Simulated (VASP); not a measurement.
# BaTiO3 (R3m) in VASP: single point with r2SCAN

Aim: the single point of BaTiO3 with r2SCAN.

All numbers are computed with VASP 6.6.1; they aren't measurements. Logs are shortened: lines on timing, memory, paths and dates and some standing lists are left out, and cuts for length are marked.

## 1. The cell of the first run

It takes space group R3m (No. 160, trigonal). The conventional cell has a = 5.732 Å, b = 5.732 Å, c = 7.049 Å, α = 90.00°, β = 90.00°, γ = 120.00°. Within 3.7 Å of Ba (site symmetry 3m) lie 12 O at 2.82 to 2.93 Å and 8 Ti at 3.42 to 3.63 Å. Ti (site symmetry 3m) has 6 O at 1.90 to 2.17 Å within 2.5 Å. O (site symmetry m) has 2 Ti at 1.90 to 2.17 Å within 2.5 Å. Within 2.5 Å of O (site symmetry m) lie 2 Ti at 1.90 to 2.17 Å.

## 2. Single point, r2SCAN

Input file POSCAR:

```
BaTiO3
1.0
   -4.0699491700     -4.0588082600      0.0000000000
   -4.0477079000      4.0588082600      0.0000000000
   -0.0111206300     -0.0110902200     -4.0587981200
Ba Ti O
2 2 6
Direct
    0.0000000000      0.0000000000      0.0000000000
    0.5000000000      0.5000000000      0.0000000000
    0.5147000000      0.0000000000      0.5147000000
    0.0147000000      0.5000000000      0.5147000000
    0.9912000000      0.5000000000      0.9815000000
    0.4912000000      0.0000000000      0.9815000000
    0.7363500000      0.2451500000      0.4912000000
    0.2363500000      0.7451500000      0.4912000000
    0.7363500000      0.7548500000      0.4912000000
    0.2363500000      0.2548500000      0.4912000000
```

Input file INCAR.step1:

```
ALGO = Normal ; EDIFF = 1E-4
ENCUT = 520 ; GGA = PE
ISMEAR = -1 ; LASPH = T
LCHARG = F ; LREAL = F
LWAVE = T ; NBANDS = 51
NELM = 60 ; PREC = Accurate
SIGMA = 0.1
```

Input file INCAR.step2:

```
ALGO = Normal ; EDIFF = 1E-6
ENCUT = 520 ; ISIF = 2
ISMEAR = -1 ; ISTART = 1
LASPH = T ; LCHARG = T
LELF = T ; LMIXTAU = T
LREAL = F ; LVHAR = T
LWAVE = F ; METAGGA = R2SCAN
NBANDS = 51 ; NELM = 60
PREC = Accurate ; SIGMA = 0.1
```

Input file KPOINTS:

```
k-points
0
Gamma
  5 5 6
```

Potentials or basis: VASP PAW PBE potentials, release 64 (Ba_sv, Ti_sv, O).

Run with:

```
> cat potpaw_PBE.64/Ba_sv/POTCAR potpaw_PBE.64/Ti_sv/POTCAR potpaw_PBE.64/O/POTCAR > POTCAR
> cp INCAR.step1 INCAR
> mpirun -np 1 vasp_std > vasp.out
> cp INCAR.step2 INCAR
> mpirun -np 1 vasp_std > vasp.out
```

OUTCAR:

```text
EDIFF = 1E-6
   ENCUT = 520
   ISIF = 2
   ISMEAR = -1
   ISTART = 1
   LASPH = T
   LREAL = F
   METAGGA = R2SCAN
   NELM = 60
   PREC = Accurate

 ion  position               nearest neighbor table
   1  0.000  0.000  0.000-   8 2.82   6 2.82  10 2.82   7 2.87   5 2.87   8 2.87   5 2.87  10 2.87
                             9 2.87   7 2.93   6 2.93   9 2.93   3 3.42   4 3.48   3 3.48   4 3.48
   2  0.500  0.500  0.000-   7 2.82   5 2.82   9 2.82   8 2.87   6 2.87   7 2.87   6 2.87   9 2.87
                            10 2.87   8 2.93   5 2.93  10 2.93   4 3.42   3 3.48   4 3.48   3 3.48
   3  0.515  0.000  0.515-   9 1.90   6 1.90   7 1.90  10 2.17   6 2.17   8 2.17   1 3.42   2 3.48
                             1 3.48   2 3.48   2 3.55   1 3.55   2 3.55   1 3.63
   4  0.015  0.500  0.515-  10 1.90   5 1.90   8 1.90   9 2.17   5 2.17   7 2.17   2 3.42   1 3.48
                             2 3.48   1 3.48   1 3.55   2 3.55   1 3.55   2 3.63
   5  0.991  0.500  0.981-   4 1.90   4 2.17   2 2.82   1 2.87   1 2.87   2 2.93
   6  0.491  0.000  0.981-   3 1.90   3 2.17   1 2.82   2 2.87   2 2.87   1 2.93
   7  0.736  0.245  0.491-   3 1.90   4 2.17   2 2.82   1 2.87   2 2.87   1 2.93
   8  0.236  0.745  0.491-   4 1.90   3 2.17   1 2.82   2 2.87   1 2.87   2 2.93
   9  0.736  0.755  0.491-   3 1.90   4 2.17   2 2.82   2 2.87   1 2.87   1 2.93
  10  0.236  0.255  0.491-   4 1.90   3 2.17   1 2.82   1 2.87   2 2.87   2 2.93

  LATTYP: Found a simple monoclinic cell.
 ALAT       =     4.0588285059
 B/A-ratio  =     1.4122739885
 C/A-ratio  =     1.4161487462
 COS(beta)  =    -0.0038694558

  Lattice vectors:

 A1 = (  -0.0111206300,  -0.0110902200,  -4.0587981200)
 A2 = (  -4.0477079000,   4.0588082600,   0.0000000000)
 A3 = (   4.0699491700,   4.0588082600,   0.0000000000)

Analysis of symmetry for initial positions (statically):
=====================================================================
 Subroutine PRICEL returns following result:

  LATTYP: Found a trigonal (rhomboedric) cell.
 ALAT       =     4.0588285350
 COS(alpha) =     0.0027398620

  Lattice vectors:

 A1 = (  -4.0588285350,   0.0000000000,   0.0000000000)
 A2 = (  -0.0111206300,  -0.0110902200,  -4.0587981200)
 A3 = (  -0.0111206350,  -4.0588082600,   0.0000000000)

   2 primitive cells build up your supercell.

 Routine SETGRP: Setting up the symmetry group for a
 simple monoclinic supercell.

 Subroutine GETGRP returns: Found  2 space group operations
 (whereof  2 operations were pure point group operations)
 out of a pool of  4 trial point group operations.

The static configuration has the point symmetry C_1h.

Analysis of symmetry for dynamics (positions and initial velocities):
=====================================================================
 Subroutine PRICEL returns following result:

  LATTYP: Found a trigonal (rhomboedric) cell.
 ALAT       =     4.0588285350
 COS(alpha) =     0.0027398620

  Lattice vectors:

 A1 = (  -4.0588285350,   0.0000000000,   0.0000000000)
 A2 = (  -0.0111206300,  -0.0110902200,  -4.0587981200)
 A3 = (  -0.0111206350,  -4.0588082600,   0.0000000000)

   2 primitive cells build up your supercell.

 Routine SETGRP: Setting up the symmetry group for a
 simple monoclinic supercell.

 Subroutine GETGRP returns: Found  2 space group operations
 (whereof  2 operations were pure point group operations)
 out of a pool of  4 trial point group operations.

The dynamic configuration has the point symmetry C_1h.

 Subroutine INISYM returns: Found  2 space group operations
 (whereof  2 operations are pure point group operations),
 and found     2 'primitive' translations

----------------------------------------------------------------------------------------

                                     Primitive cell

  volume of cell :      66.8647

  direct lattice vectors                    reciprocal lattice vectors
    -4.058828535  0.000000000  0.000000000    -0.246376508  0.000675041  0.000673198
    -0.011120630 -0.011090220 -4.058798120     0.000000000  0.000000000 -0.246378354
    -0.011120635 -4.058808260  0.000000000     0.000000000 -0.246377738  0.000673200

  length of vectors
     4.058828535  4.058828506  4.058823495     0.246378352  0.246378354  0.246378658

  position of ions in fractional coordinates (direct lattice)
     0.000000000  0.000000000  0.000000000
     0.514700000  0.514700000  0.514700000
     0.491200000  0.981500000  0.491200000
     0.981500000  0.491200000  0.491200000
     0.491200000  0.491200000  0.981500000

  ion indices of the primitive-cell ions
   primitive index   ion index
                 1           1
                 2           3
                 3           6
                 4           8
                 5          10

----------------------------------------------------------------------------------------

 KPOINTS: k-points

Automatic generation of k-mesh.
 Grid dimensions read from file:
 generate k-points for:    5    5    6

 Generating k-lattice:

  Cartesian coordinates                     Fractional coordinates (reciprocal lattice)
    -0.024637651 -0.024570270  0.000134640     0.200000000  0.000000000  0.000000000
    -0.024637651  0.024705278 -0.000000000     0.000000000  0.200000000 -0.000000000
     0.000000000  0.000000000 -0.041063059     0.000000000  0.000000000  0.166666667

  Length of vectors
     0.034795547  0.034890752  0.041063059

  Shift w.r.t. Gamma in fractional coordinates (k-lattice)
     0.000000000  0.000000000  0.000000000

 Subroutine IBZKPT returns following result:
 ===========================================

 Found     48 irreducible k-points:

 Following reciprocal coordinates:
            Coordinates               Weight
  0.000000  0.000000  0.000000      1.000000
  0.200000 -0.000000 -0.000000      2.000000
  0.400000  0.000000 -0.000000      2.000000
 -0.000000  0.200000 -0.000000      2.000000
  0.200000  0.200000 -0.000000      4.000000
  0.400000  0.200000 -0.000000      4.000000
[... 16 lines left out ...]
 -0.400000  0.400000  0.166667      4.000000
 -0.200000  0.400000  0.166667      4.000000
 [... further k-points ...]
   k-points           NKPTS =     48   k-points in BZ     NKDIM =     48   number of bands    NBANDS=     51
   number of dos      NEDOS =    301   number of ions     NIONS =     10
   total plane-waves  NPLWV =  69120
   dimension x,y,z NGX =    48 NGY =   48 NGZ =   30
   dimension x,y,z NGXF=    96 NGYF=   96 NGZF=   60
   ions per type =               2   2   6
   NGX,Y,Z   is equivalent  to a cutoff of  13.88, 13.92, 12.29 a.u.
   NGXF,Y,Z  is equivalent  to a cutoff of  27.77, 27.84, 24.58 a.u.
 SYSTEM =  unknown system
   PREC   = accura    normal or accurate (medium, high low for compatibility)
   ISTART =      1    job   : 0-new  1-cont  2-samecut
   ICHARG =      0    charge: 1-file 2-atom 10-const
   ISPIN  =      1    spin polarized calculation?
   LNONCOLLINEAR =      F non collinear calculations
   LSORBIT =      F    spin-orbit coupling
   LASPH  =      T    aspherical Exc in radial PAW
   ENCUT  =  520.0 eV  38.22 Ry    6.18 a.u.  10.69 10.66  7.55*2*pi/ulx,y,z
   NELM   =     60;   NELMIN=  2; NELMDL=  0     # of ELM steps
   EDIFF  = 0.1E-05   stopping-criterion for ELM
   LREAL  =      F    real-space projection
   EDIFFG = 0.1E-04   stopping-criterion for IOM
   NSW    =      0    number of steps for IOM
   IBRION =     -1    ionic relax: 0-MD 1-quasi-New 2-CG
   NFREE  =      0    steps in history (QN), initial steepest desc. (CG)
   ISIF   =      2    stress and relaxation
   ISYM   =      2    0-nonsym 1-usesym 2-fastsym
   POTIM  = 0.5000    time-step for ionic-motion
   TEBEG  =    0.0;   TEEND  =   0.0 temperature during run
   PSTRESS=    0.0 pullay stress
   NELECT =      80.0000    total number of electrons
   NUPDOWN=      -1.0000    fix difference up-down
   EMIN   =  10.00;   EMAX   =-10.00  energy-range for DOS
   EFERMI =   0.00;   METHOD = LEGACY
   ISMEAR =    -1;   SIGMA  =   0.10  broadening in eV -4-tet -1-fermi 0-gaus
   EFERMI_NEDOS =   21; number of points for ismear=-14 and -15
   IALGO  =     38    algorithm
   IMIX   =      4    mixing-type and parameters
     AMIX     =   0.40;   BMIX     =  1.00
     AMIX_MAG =   1.60;   BMIX_MAG =  1.00
  volume/ion in A,a.u.               =      13.37        90.25
  Fermi-wavevector in a.u.,A,eV,Ry     =   1.379418  2.606722 25.889089  1.902794
  Thomas-Fermi vector in A             =   2.504389
   LORBIT       =      0    0 simple, 1 ext, 2 COOP (PROOUT), +10 PAW based schemes
   METAGGA = R2SCAN    functional components
   LHFCALC =     F    Hartree Fock is set to
   AEXX    =    0.0000 exact exchange contribution
   IVDW    =     0    specifies the selected vdW correction
   LEPSILON=     F    determine dielectric tensor
   LRPA    =     F    only Hartree local field effects (RPA)
 non-spin polarized calculation
  energy-cutoff  :      520.00
  volume of cell :      133.73
 maximum number of plane-waves:      3656
 NGX is ok and might be reduce to    48
   NGX = 21   NGY = 21   NGZ = 15

 number of electron      80.0000015 magnetization

 Free energy of the ion-electron system (eV)
  ---------------------------------------------------
  ext. energy  EPLUGINS =         0.00000000
  ---------------------------------------------------
  free energy    TOTEN  =      -148.52413825 eV

  energy without entropy =     -148.52413682  energy(sigma->0) =     -148.52413754

 E-fermi :   4.5113     XC(G=0): -11.6635

 val. band max:        3.1584949395   @ k =   0.0000   0.0000   0.5000
 cond. band min:       5.8161427922   @ k =   0.0000   0.0000   0.0000
 fundamental gap:      2.6576478527
 Fermi energy:         4.5113423359

 k-point     1 :       0.0000    0.0000    0.0000
  band No.  band energies     occupation
      1     -55.5395      2.00000
      2     -55.5377      2.00000
      3     -30.7628      2.00000
      4     -30.7597      2.00000
      5     -30.7197      2.00000
      6     -30.7148      2.00000
[... 43 lines left out ...]
     50       8.7213      0.00000
     51       8.7213      0.00000

 k-point     2 :       0.2000   -0.0000   -0.0000
  band No.  band energies     occupation
      1     -55.5393      2.00000
      2     -55.5379      2.00000
      3     -30.7588      2.00000
      4     -30.7554      2.00000
      5     -30.7232      2.00000
      6     -30.7188      2.00000
[... 43 lines left out ...]
     50       9.0771      0.00000
     51       9.0997      0.00000

 k-point     3 :       0.4000    0.0000   -0.0000
  band No.  band energies     occupation
      1     -55.5389      2.00000
      2     -55.5383      2.00000
      3     -30.7480      2.00000
      4     -30.7441      2.00000
      5     -30.7342      2.00000
      6     -30.7302      2.00000
[... 43 lines left out ...]
     50       9.8873      0.00000
     51       9.9282      0.00000
[... 1027 lines left out ...]
 k-point    23 :      -0.4000    0.4000    0.1667
  band No.  band energies     occupation
      1     -55.5385      2.00000
      2     -55.5383      2.00000
      3     -30.7631      2.00000
      4     -30.7589      2.00000
      5     -30.7271      2.00000
      6     -30.7269      2.00000
[... 43 lines left out ...]
     50       9.7637      0.00000
     51      10.7152      0.00000

 k-point    24 :      -0.2000    0.4000    0.1667
  band No.  band energies     occupation
      1     -55.5386      2.00000
      2     -55.5382      2.00000
      3     -30.7581      2.00000
      4     -30.7470      2.00000
      5     -30.7310      2.00000
      6     -30.7275      2.00000
[... 43 lines left out ...]
     50       9.8681      0.00000
     51      10.3707      0.00000

 [... further k-points ...]

------------------------ aborting loop because EDIFF is reached ----------------------------------------

  FORCE on cell =-STRESS in cart. coord.  units (eV):
  Direction    XX          YY          ZZ          XY          YZ          ZX
  --------------------------------------------------------------------------------------
  -------------------------------------------------------------------------------------
  Total       -2.5754357     -2.5757190     -2.5825441      0.0528656      0.0536040      0.0537811
  in kB      -30.8556434    -30.8590375    -30.9408072      0.6333694      0.6422161      0.6443377
  external PRESSURE =     -30.8851627 kB  Pullay stress =       0.0000000 kB

 VOLUME and BASIS-vectors are now :
 -----------------------------------------------------------------------------
  energy-cutoff  :      520.00
  volume of cell :      133.73
      direct lattice vectors                 reciprocal lattice vectors
    -4.069949170 -4.058808260  0.000000000    -0.123188254 -0.122851349  0.000673199
    -4.047707900  4.058808260  0.000000000    -0.123188254  0.123526390 -0.000000001
    -0.011120630 -0.011090220 -4.058798120     0.000000000  0.000000000 -0.246378354

 POSITION                                       TOTAL-FORCE (eV/Angst)
 -----------------------------------------------------------------------------------
      0.00000      0.00000      0.00000        -0.059397     -0.059234     -0.058060
     -4.05883      0.00000      0.00000        -0.059397     -0.059234     -0.058060
     -2.10053     -2.09478     -2.08906        -0.114969     -0.114654     -0.115197
     -2.08941      1.96403     -2.08906        -0.114969     -0.114654     -0.115197
     -6.06890     -2.00457     -3.98371         0.013341      0.013305      0.146779
     -2.01007     -2.00457     -3.98371         0.013341      0.013305      0.146779
     -3.99467     -1.99913     -1.99368         0.148051      0.012568      0.013239
     -3.98354      2.05967     -1.99368         0.148051      0.012568      0.013239
     -6.05778      0.06964     -1.99368         0.012973      0.148015      0.013239
     -1.99895      0.06964     -1.99368         0.012973      0.148015      0.013239
 -----------------------------------------------------------------------------------
    total drift:                               -0.000128     -0.000310     -0.009527

  FREE ENERGIE OF THE ION-ELECTRON SYSTEM (eV)
  ---------------------------------------------------
  free  energy   TOTEN  =      -148.5241382499 eV

  energy  without entropy=     -148.5241368246  energy(sigma->0) =     -148.52413754
```

Run time: 15 min. Hardware: 1 thread of Intel Xeon Platinum 8488C (Sapphire Rapids), shared host; peak memory 0.46 GiB.

What came out:

* Free energy: -148.5241 eV
* Pressure: -3.1 GPa
* Largest force: 0.199 eV/Å
* Band gap on the k mesh: 2.66 eV

Forces in eV/Å, atoms in the order of the input:
```
Ba  -0.059 -0.059 -0.058
Ba  -0.059 -0.059 -0.058
Ti  -0.115 -0.115 -0.115
Ti  -0.115 -0.115 -0.115
O    0.013  0.013  0.147
O    0.013  0.013  0.147
O    0.148  0.013  0.013
O    0.148  0.013  0.013
O    0.013  0.148  0.013
O    0.013  0.148  0.013
```

Levels at points of the mesh, in eV from the valence-band top:
```
           k point  band 38  band 39  band 40  band 41  band 42  band 43
(0.00, 0.00, 0.00)    -0.44    -0.44    -0.09     2.66     2.66     2.77
(0.00, 0.00, 0.50)    -0.02    -0.02     0.00     2.80     3.95     4.04
```

Caveat: the cell stands under tension; the PAW data sets were made with another functional, which shifts forces and pressure a little; spin-orbit coupling is left out, which moves the levels of the heavy elements. r2SCAN opens gaps a little over a GGA but as a rule still falls short of measured ones.
